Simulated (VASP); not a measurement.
A run of VASP 6.6.1:

File INCAR:

```
SYSTEM = Sn2GeO3
PREC = Accurate
ENCUT = 520
EDIFF = 1E-6
ISMEAR = 0
SIGMA = 0.1
LREAL = .FALSE.
LASPH = .TRUE.
NELM = 60
ALGO = Normal
ISIF = 2
LWAVE = .FALSE.
LCHARG = .FALSE.
GGA = PE
NBANDS = 39
```

The input KPOINTS:

```
Automatic mesh
0
G
  6 6 4
  0 0 0
```

File POSCAR:

```
Sn2GeO3
1.0
    4.1118567682      0.0000000027      0.0000000000
   -2.0559283865      3.5609724166      0.0000000000
    0.0000000000      0.0000000000      5.9929420509
Sn Ge O
2 1 3
Direct
    0.6666666667      0.3333333333      0.6790435761
    0.3333333333      0.6666666667      0.3209564239
    0.0000000000      0.0000000000      0.0000000000
    0.0000000000      0.0000000000      0.5000000000
    0.6666666667      0.3333333333      0.3314961992
    0.3333333333      0.6666666667      0.6685038008
```

Potentials or basis: VASP PAW PBE potentials, release 64 (Sn_d, Ge_d, O).

Launch:

```console
$ cat potpaw_PBE.64/Sn_d/POTCAR potpaw_PBE.64/Ge_d/POTCAR potpaw_PBE.64/O/POTCAR > POTCAR
$ mpirun -np 1 vasp_std > vasp.out
```

Hardware: 1 thread of Intel(R) Xeon(R) 6975P-C (Granite Rapids), on a shared host.

**Question.** Estimate the wall time of this run.

**Answer.** Run time: 75 s on 1 thread of Intel(R) Xeon(R) 6975P-C (Granite Rapids), on a shared host, peak memory 0.24 GiB. Counts: scf iterations 15, k points 24.
